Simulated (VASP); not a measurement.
Write the native input for VASP 6.6.1 that does the following.

```
Task                   : single point
Functional             : PBE
Potentials or basis    : VASP PAW PBE potentials, release 64 (Li_sv, Mg, B, N)
Cutoff                 : 520 eV
k mesh                 : 8 × 8 × 8
Occupations            : gaussian, width 0.05 eV
Spin                   : no spin polarisation
Dipole correction      : no
Further INCAR settings : ALGO = Normal; EDIFF = 1e-06; NBANDS = 17
```

The structure of LiMgBN2 lies in POSCAR:

```
LiMgBN2
1.0
   -1.9860422400      1.9860422400      4.4435220000
    1.9860422400     -1.9860422400      4.4435220000
    1.9860422400      1.9860422400     -4.4435220000
Li Mg B N
1 1 1 2
Direct
    0.2500000000      0.7500000000      0.5000000000
    0.7500000000      0.2500000000      0.5000000000
    0.5000000000      0.5000000000      0.0000000000
    0.6512635000      0.6512635000      0.0000000000
    0.3487365000      0.3487365000      0.0000000000
```

This cell differs from its parent crystal: strain +0.040 along x and y, +0.000 along z.

One way to write it, as run:

INCAR

```
SYSTEM = LiMgBN2
  PREC = Accurate
  ENCUT = 520
  EDIFF = 1E-6
  ISMEAR = 0
  SIGMA = 0.05
  LREAL = .FALSE.
  LASPH = .TRUE.
  NELM = 80
  ALGO = Normal
  ISIF = 2
  LWAVE = .FALSE.
  LCHARG = .TRUE.
  GGA = PE
  LELF = .TRUE.
  LVHAR = .TRUE.
  NBANDS = 17
```

KPOINTS

```
Automatic mesh
0
G
  8 8 8
  0 0 0
```

Potentials or basis: VASP PAW PBE potentials, release 64 (Li_sv, Mg, B, N).

Run with:

```console
$ cat potpaw_PBE.64/Li_sv/POTCAR potpaw_PBE.64/Mg/POTCAR potpaw_PBE.64/B/POTCAR potpaw_PBE.64/N/POTCAR > POTCAR
$ mpirun -np 1 vasp_std > vasp.out
```

Results of the run:

```
Largest force          : 0.562 eV/Å
Band gap on the k mesh : 2.34 eV, indirect (least direct gap 3.35 eV)
```

Caveat: the cell differs from its parent crystal (strain +0.040 along x and y, +0.000 along z).

Wall time 3.6 min on 1 thread of AMD EPYC 9R45, on a shared host, peak memory 0.26 GiB.
